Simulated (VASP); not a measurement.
A run of VASP 6.6.1 is set up as follows.

The input POSCAR:

```
IrSe
1.0
    0.0000000000      2.5759288615      2.5759288615
    2.5244102843      0.0000000000      2.5759288615
    2.5244102843      2.5759288615      0.0000000000
Ir Se
1 1
Direct
    0.5000000000      0.5000000000      0.5000000000
    0.0000000000      0.0000000000      0.0000000000
```

The input INCAR.step1:

```
ALGO = Normal ; EDIFF = 1E-4
ENCUT = 520 ; GGA = PE
ISMEAR = 0 ; LASPH = True
LCHARG = False ; LREAL = False
LWAVE = True ; NBANDS = 14
NELM = 80 ; PREC = Accurate
SIGMA = 0.05
```

INCAR.step2

```
ALGO = Normal ; EDIFF = 1E-6
ENCUT = 520 ; ISIF = 2
ISMEAR = 0 ; ISTART = 1
LASPH = True ; LCHARG = True
LELF = True ; LMIXTAU = True
LREAL = False ; LVHAR = True
LWAVE = False ; METAGGA = R2SCAN
NBANDS = 14 ; NELM = 80
PREC = Accurate ; SIGMA = 0.05
```

Contents of KPOINTS:

```
k-points
0
Gamma
  12 12 12
```

Potentials or basis: VASP PAW PBE potentials, release 64 (Ir, Se).

The run is started by

```console
$ cat potpaw_PBE.64/Ir/POTCAR potpaw_PBE.64/Se/POTCAR > POTCAR
$ cp INCAR.step1 INCAR
$ mpirun -np 1 vasp_std > vasp.out
$ cp INCAR.step2 INCAR
$ mpirun -np 1 vasp_std > vasp.out
```

(1) Predict the pressure.

Answers

(1) 4.6 GPa.

Caveat: the PAW data sets were made with another functional, which shifts forces and pressure a little.
